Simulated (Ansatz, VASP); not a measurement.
Zr2HS4 in VASP and in Ansatz

```
CELL_PARAMETERS angstrom
7.29768 0.00000 0.00000
-3.64884 6.31997 0.00000
0.00000 0.00000 20.91715
ATOMIC_POSITIONS crystal
S 0.33333 0.16667 0.19123
S 0.33333 0.66667 0.19123
S 0.83333 0.16667 0.19123
S 0.83333 0.66667 0.19123
S 0.16667 0.33333 0.33069
S 0.16667 0.83333 0.33069
S 0.66667 0.33333 0.33069
S 0.66667 0.83333 0.33069
Zr 0.00000 0.00000 0.26096
Zr 0.00000 0.50000 0.26096
Zr 0.50000 0.00000 0.26096
Zr 0.50000 0.50000 0.26096
H 0.36995 0.73990 0.41340
H 0.46338 0.92677 0.41340
```

Alike in both runs: task single point; functional PBE; dispersion D3(BJ); k mesh 6 × 6 × 1; occupations gaussian, width 0.05 eV; no spin polarisation.

|  | VASP | Ansatz |
| --- | --- | --- |
| version | VASP 6.6.1 | Ansatz 0.2.0 |
| potentials or method | VASP PAW PBE potentials, release 64 (S, Zr_sv, H), cutoff 400 eV | scalar-relativistic, plane waves, PAW |
| valence electrons in the cell | 98 | 98 |

|  | VASP | Ansatz | Ansatz less VASP |
| --- | --- | --- | --- |
| gap on the k mesh at the Fermi level (eV) | 1.09 | 1.09 | +0.003 |
| least direct gap on the mesh (eV) | 1.09 | 1.09 | +0.003 |
| rms of the force components (eV/Å) | 1.007 | 1.006 | -0.0014 |
